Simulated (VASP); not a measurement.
# InSb (I-4m2) in VASP: single point with PBEsol

Aim: the single point of InSb with PBEsol.

Everything below comes from runs of VASP 6.6.1. Logs are shortened: lines on timing, memory, paths and dates and some standing lists are left out, and cuts for length are marked.

## 1. The cell of the first run

It takes space group I-4m2 (No. 119, tetragonal). The conventional cell has a = 5.889 Å, b = 5.889 Å, c = 3.273 Å, α = 90.00°, β = 90.00°, γ = 90.00°. In (site symmetry -4m2) has 8 Sb at 3.06 to 3.83 Å and 2 In at 3.27 Å within 4.0 Å. Within 4.0 Å of Sb (site symmetry -4m2) lie 8 In at 3.06 to 3.83 Å and 2 Sb at 3.27 Å.

## 2. Single point, PBEsol

File INCAR:

```
SYSTEM = InSb
  ALGO = Normal
  EDIFF = 1E-6
  ENCUT = 520
  GGA = PS
  ISIF = 2
  ISMEAR = 0
  LASPH = .TRUE.
  LCHARG = .FALSE.
  LREAL = .FALSE.
  LWAVE = .FALSE.
  NBANDS = 16
  NELM = 60
  PREC = Accurate
  SIGMA = 0.15
```

File KPOINTS:

```
k-points
0
G
  18 18 18
  0 0 0
```

File POSCAR:

```
InSb
1.0
   -2.9447400000      2.9447400000      1.6363770000
    2.9447400000     -2.9447400000      1.6363770000
    2.9447400000      2.9447400000     -1.6363770000
In Sb
1 1
Direct
    0.2500000000      0.7500000000      0.5000000000
    0.0000000000      0.0000000000      0.0000000000
```

Potentials or basis: VASP PAW PBE potentials, release 64 (In_d, Sb).

On the command line:

```bash
$ cat potpaw_PBE.64/In_d/POTCAR potpaw_PBE.64/Sb/POTCAR > POTCAR
$ mpirun -np 1 vasp_std > vasp.out
```

OUTCAR:

```text
SYSTEM = InSb
   EDIFF = 1E-6
   ENCUT = 520
   GGA = PS
   ISIF = 2
   ISMEAR = 0
   LASPH = .TRUE.
   LREAL = .FALSE.
   NELM = 60
   PREC = Accurate

 ion  position               nearest neighbor table
   1  0.250  0.750  0.500-   2 3.06   2 3.06   2 3.06   2 3.06   2 3.83   2 3.83   2 3.83   2 3.83

   2  0.000  0.000  0.000-   1 3.06   1 3.06   1 3.06   1 3.06   1 3.83   1 3.83   1 3.83   1 3.83

  LATTYP: Found a body centered tetragonal cell.
 ALAT       =     5.8894800000
 C/A-ratio  =     0.5556949001

  Lattice vectors:

 A1 = (  -2.9447400000,   2.9447400000,   1.6363770000)
 A2 = (   2.9447400000,  -2.9447400000,   1.6363770000)
 A3 = (   2.9447400000,   2.9447400000,  -1.6363770000)

Analysis of symmetry for initial positions (statically):
=====================================================================
 Subroutine PRICEL returns:
 Original cell was already a primitive cell.

 Routine SETGRP: Setting up the symmetry group for a
 body centered tetragonal supercell.

 Subroutine GETGRP returns: Found  8 space group operations
 (whereof  8 operations were pure point group operations)
 out of a pool of 16 trial point group operations.

The static configuration has the point symmetry D_2d.

Analysis of symmetry for dynamics (positions and initial velocities):
=====================================================================
 Subroutine PRICEL returns:
 Original cell was already a primitive cell.

 Routine SETGRP: Setting up the symmetry group for a
 body centered tetragonal supercell.

 Subroutine GETGRP returns: Found  8 space group operations
 (whereof  8 operations were pure point group operations)
 out of a pool of 16 trial point group operations.

The dynamic configuration has the point symmetry D_2d.

 Subroutine INISYM returns: Found  8 space group operations
 (whereof  8 operations are pure point group operations),
 and found     1 'primitive' translations

----------------------------------------------------------------------------------------

                                     Primitive cell

  volume of cell :      56.7593

  direct lattice vectors                    reciprocal lattice vectors
    -2.944740000  2.944740000  1.636377000     0.000000000  0.169794277  0.305553060
     2.944740000 -2.944740000  1.636377000     0.169794277  0.000000000  0.305553060
     2.944740000  2.944740000 -1.636377000     0.169794277  0.169794277  0.000000000

  length of vectors
     4.474451589  4.474451589  4.474451589     0.349560823  0.349560823  0.240125370

  position of ions in fractional coordinates (direct lattice)
     0.250000000  0.750000000  0.500000000
     0.000000000  0.000000000  0.000000000

  ion indices of the primitive-cell ions
   primitive index   ion index
                 1           1
                 2           2

----------------------------------------------------------------------------------------

 KPOINTS: k-points

Automatic generation of k-mesh.
 Grid dimensions read from file:
 generate k-points for:   18   18   18

 Generating k-lattice:

  Cartesian coordinates                     Fractional coordinates (reciprocal lattice)
     0.000000000  0.009433015  0.016975170     0.055555556  0.000000000 -0.000000000
     0.009433015  0.000000000  0.016975170     0.000000000  0.055555556 -0.000000000
     0.009433015  0.009433015  0.000000000     0.000000000  0.000000000  0.055555556

  Length of vectors
     0.019420046  0.019420046  0.013340298

  Shift w.r.t. Gamma in fractional coordinates (k-lattice)
     0.000000000  0.000000000  0.000000000

 Subroutine IBZKPT returns following result:
 ===========================================

 Found    480 irreducible k-points:

 Following reciprocal coordinates:
            Coordinates               Weight
  0.000000  0.000000  0.000000      1.000000
  0.055556 -0.000000  0.000000      8.000000
  0.111111 -0.000000  0.000000      8.000000
  0.166667  0.000000  0.000000      8.000000
  0.222222 -0.000000  0.000000      8.000000
  0.277778  0.000000  0.000000      8.000000
[... 16 lines left out ...]
 -0.277778  0.055556  0.000000     16.000000
 -0.222222  0.055556  0.000000     16.000000
 [... further k-points ...]
   k-points           NKPTS =    480   k-points in BZ     NKDIM =    480   number of bands    NBANDS=     16
   number of dos      NEDOS =    301   number of ions     NIONS =      2
   total plane-waves  NPLWV =  46656
   dimension x,y,z NGX =    36 NGY =   36 NGZ =   36
   dimension x,y,z NGXF=    72 NGYF=   72 NGZF=   72
   ions per type =               1   1
   NGX,Y,Z   is equivalent  to a cutoff of  13.38, 13.38, 13.38 a.u.
   NGXF,Y,Z  is equivalent  to a cutoff of  26.75, 26.75, 26.75 a.u.
 SYSTEM =  InSb
   PREC   = accura    normal or accurate (medium, high low for compatibility)
   ISTART =      0    job   : 0-new  1-cont  2-samecut
   ICHARG =      2    charge: 1-file 2-atom 10-const
   ISPIN  =      1    spin polarized calculation?
   LNONCOLLINEAR =      F non collinear calculations
   LSORBIT =      F    spin-orbit coupling
   LASPH  =      T    aspherical Exc in radial PAW
   ENCUT  =  520.0 eV  38.22 Ry    6.18 a.u.   8.32  8.32  8.32*2*pi/ulx,y,z
   NELM   =     60;   NELMIN=  2; NELMDL= -5     # of ELM steps
   EDIFF  = 0.1E-05   stopping-criterion for ELM
   LREAL  =      F    real-space projection
   EDIFFG = 0.1E-04   stopping-criterion for IOM
   NSW    =      0    number of steps for IOM
   IBRION =     -1    ionic relax: 0-MD 1-quasi-New 2-CG
   NFREE  =      0    steps in history (QN), initial steepest desc. (CG)
   ISIF   =      2    stress and relaxation
   ISYM   =      2    0-nonsym 1-usesym 2-fastsym
   POTIM  = 0.5000    time-step for ionic-motion
   TEBEG  =    0.0;   TEEND  =   0.0 temperature during run
   PSTRESS=    0.0 pullay stress
   NELECT =      18.0000    total number of electrons
   NUPDOWN=      -1.0000    fix difference up-down
   EMIN   =  10.00;   EMAX   =-10.00  energy-range for DOS
   EFERMI =   0.00;   METHOD = LEGACY
   ISMEAR =     0;   SIGMA  =   0.15  broadening in eV -4-tet -1-fermi 0-gaus
   EFERMI_NEDOS =   21; number of points for ismear=-14 and -15
   IALGO  =     38    algorithm
   IMIX   =      4    mixing-type and parameters
     AMIX     =   0.40;   BMIX     =  1.00
     AMIX_MAG =   1.60;   BMIX_MAG =  1.00
  volume/ion in A,a.u.               =      28.38       191.52
  Fermi-wavevector in a.u.,A,eV,Ry     =   1.116400  2.109690 16.957613  1.246349
  Thomas-Fermi vector in A             =   2.253014
   LORBIT       =      0    0 simple, 1 ext, 2 COOP (PROOUT), +10 PAW based schemes
   GGA     = PS    functional components
   LHFCALC =     F    Hartree Fock is set to
   AEXX    =    0.0000 exact exchange contribution
   IVDW    =     0    specifies the selected vdW correction
   LEPSILON=     F    determine dielectric tensor
   LRPA    =     F    only Hartree local field effects (RPA)
 non-spin polarized calculation
 Gauss-broadening in eV      SIGMA  =   0.15
  energy-cutoff  :      520.00
  volume of cell :       56.76
 maximum number of plane-waves:      1544
 NGX is ok and might be reduce to    36
   NGX = 17   NGY = 17   NGZ = 17

 number of electron      17.9999998 magnetization

 Free energy of the ion-electron system (eV)
  ---------------------------------------------------
  ext. energy  EPLUGINS =         0.00000000
  ---------------------------------------------------
  free energy    TOTEN  =        -7.55222309 eV

  energy without entropy =       -7.54265408  energy(sigma->0) =       -7.54743858

 E-fermi :   6.8986     XC(G=0):  -9.9983

 val. band max:        6.8646979179   @ k =  -0.1667  -0.1667   0.0556
 cond. band min:       6.9011224401   @ k =  -0.4444   0.2222   0.1111
 fundamental gap:      0.0364245221
 Fermi energy:         6.8985839532

 k-point     1 :       0.0000    0.0000    0.0000
  band No.  band energies     occupation
      1      -7.7423      2.00000
      2      -7.5342      2.00000
      3      -7.5299      2.00000
      4      -7.4547      2.00000
      5      -7.4547      2.00000
      6      -4.3400      2.00000
[... 8 lines left out ...]
     15      15.9256      0.00000
     16      16.9149      0.00000

 k-point     2 :       0.0556   -0.0000    0.0000
  band No.  band energies     occupation
      1      -7.7318      2.00000
      2      -7.5346      2.00000
      3      -7.5286      2.00000
      4      -7.4591      2.00000
      5      -7.4591      2.00000
      6      -4.2862      2.00000
[... 8 lines left out ...]
     15      16.3321      0.00000
     16      16.5475      0.00000

 k-point     3 :       0.1111   -0.0000    0.0000
  band No.  band energies     occupation
      1      -7.7016      2.00000
      2      -7.5359      2.00000
      3      -7.5248      2.00000
      4      -7.4716      2.00000
      5      -7.4715      2.00000
      6      -4.1251      2.00000
[... 8 lines left out ...]
     15      15.6339      0.00000
     16      15.8240      0.00000

 k-point     4 :       0.1667    0.0000    0.0000
  band No.  band energies     occupation
      1      -7.6552      2.00000
      2      -7.5381      2.00000
      3      -7.5198      2.00000
      4      -7.4907      2.00000
      5      -7.4896      2.00000
      6      -3.8585      2.00000
[... 8 lines left out ...]
     15      14.9287      0.00000
     16      15.4728      0.00000

 k-point     5 :       0.2222   -0.0000    0.0000
  band No.  band energies     occupation
      1      -7.5990      2.00000
      2      -7.5415      2.00000
      3      -7.5222      2.00000
      4      -7.5128      2.00000
      5      -7.5033      2.00000
      6      -3.4906      2.00000
[... 8 lines left out ...]
     15      14.3597      0.00000
     16      15.5967      0.00000

 k-point     6 :       0.2778    0.0000    0.0000
  band No.  band energies     occupation
      1      -7.5596      2.00000
      2      -7.5432      2.00000
      3      -7.5375      2.00000
      4      -7.5228      2.00000
      5      -7.4990      2.00000
      6      -3.0306      2.00000
[... 8 lines left out ...]
     15      13.9325      0.00000
     16      16.0105      0.00000

 k-point     7 :       0.3333   -0.0000    0.0000
  band No.  band energies     occupation
      1      -7.5751      2.00000
      2      -7.5660      2.00000
      3      -7.5401      2.00000
      4      -7.4919      2.00000
      5      -7.4730      2.00000
      6      -2.4980      2.00000
[... 8 lines left out ...]
     15      13.6716      0.00000
     16      16.5850      0.00000

 k-point     8 :       0.3889    0.0000    0.0000
  band No.  band energies     occupation
      1      -7.5934      2.00000
      2      -7.5849      2.00000
      3      -7.5430      2.00000
      4      -7.4857      2.00000
      5      -7.4258      2.00000
      6      -1.9351      2.00000
[... 8 lines left out ...]
     15      14.5101      0.00000
     16      17.2192      0.00000

 k-point     9 :       0.4444   -0.0000    0.0000
  band No.  band energies     occupation
      1      -7.6058      2.00000
      2      -7.5972      2.00000
      3      -7.5446      2.00000
      4      -7.4816      2.00000
      5      -7.3944      2.00000
      6      -1.4425      2.00000
[... 8 lines left out ...]
     15      15.5915      0.00000
     16      16.9988      0.00000
[... 172 lines left out ...]
 k-point    19 :       0.5000    0.0556    0.0000
  band No.  band energies     occupation
      1      -7.6064      2.00000
      2      -7.5969      2.00000
      3      -7.5456      2.00000
      4      -7.4808      2.00000
      5      -7.3938      2.00000
      6      -1.3612      2.00000
[... 8 lines left out ...]
     15      16.0351      0.00000
     16      16.6150      0.00000

 k-point    20 :      -0.4444    0.0556   -0.0000
  band No.  band energies     occupation
      1      -7.5948      2.00000
      2      -7.5848      2.00000
      3      -7.5445      2.00000
      4      -7.4840      2.00000
      5      -7.4245      2.00000
      6      -1.8140      2.00000
[... 8 lines left out ...]
     15      15.1303      0.00000
     16      17.0895      0.00000

 k-point    21 :      -0.3889    0.0556    0.0000
  band No.  band energies     occupation
      1      -7.5776      2.00000
      2      -7.5661      2.00000
      3      -7.5416      2.00000
      4      -7.4895      2.00000
      5      -7.4712      2.00000
      6      -2.3696      2.00000
[... 8 lines left out ...]
     15      14.2407      0.00000
     16      16.4635      0.00000

 k-point    22 :      -0.3333    0.0556   -0.0000
  band No.  band energies     occupation
      1      -7.5631      2.00000
      2      -7.5439      2.00000
      3      -7.5379      2.00000
      4      -7.5212      2.00000
      5      -7.4957      2.00000
      6      -2.9102      2.00000
[... 8 lines left out ...]
     15      14.2804      0.00000
     16      15.8892      0.00000

 k-point    23 :      -0.2778    0.0556    0.0000
  band No.  band energies     occupation
      1      -7.5979      2.00000
      2      -7.5455      2.00000
      3      -7.5226      2.00000
      4      -7.5121      2.00000
      5      -7.4997      2.00000
      6      -3.3854      2.00000
[... 8 lines left out ...]
     15      14.6721      0.00000
     16      15.4867      0.00000

 k-point    24 :      -0.2222    0.0556    0.0000
  band No.  band energies     occupation
      1      -7.6540      2.00000
      2      -7.5418      2.00000
      3      -7.5182      2.00000
      4      -7.4907      2.00000
      5      -7.4879      2.00000
      6      -3.7722      2.00000
[... 8 lines left out ...]
     15      15.1811      0.00000
     16      15.4250      0.00000

 [... further k-points ...]
[... 5 lines left out ...]
  --------------------------------------------------------------------------------------
  -------------------------------------------------------------------------------------
  Total       -0.8892665     -0.8892665     -1.2021261      0.0000000      0.0000000      0.0000000
  in kB      -25.1018208    -25.1018208    -33.9330837      0.0000000      0.0000000      0.0000000
  external PRESSURE =     -28.0455751 kB  Pullay stress =       0.0000000 kB

 VOLUME and BASIS-vectors are now :
 -----------------------------------------------------------------------------
  energy-cutoff  :      520.00
  volume of cell :       56.76
      direct lattice vectors                 reciprocal lattice vectors
    -2.944740000  2.944740000  1.636377000     0.000000000  0.169794277  0.305553060
     2.944740000 -2.944740000  1.636377000     0.169794277  0.000000000  0.305553060
     2.944740000  2.944740000 -1.636377000     0.169794277  0.169794277  0.000000000

 POSITION                                       TOTAL-FORCE (eV/Angst)
 -----------------------------------------------------------------------------------
      2.94474     -0.00000      0.81819        -0.000000      0.000000     -0.000000
      0.00000      0.00000      0.00000         0.000000     -0.000000      0.000000
 -----------------------------------------------------------------------------------
    total drift:                               -0.000000      0.000000      0.000000

  FREE ENERGIE OF THE ION-ELECTRON SYSTEM (eV)
  ---------------------------------------------------
  free  energy   TOTEN  =        -7.5522230905 eV

  energy  without entropy=       -7.5426540758  energy(sigma->0) =       -7.54743858
```

It took 15 min on 1 thread of AMD EPYC 7R13, shared host; peak memory 0.53 GiB.

Results:

```
Free energy            : -7.5522 eV
Pressure               : -2.8 GPa
Band gap on the k mesh : zero (band 9 reaches 8.60 eV, above the bottom of band 10 at 4.18 eV)
```

Stress tensor (GPa, compression positive):
```
-2.51  0.00  0.00
 0.00 -2.51  0.00
 0.00  0.00 -3.39
```

Caveat: the PAW data sets were made with another functional, which shifts forces and pressure a little; spin-orbit coupling is left out, which moves the levels of the heavy elements.
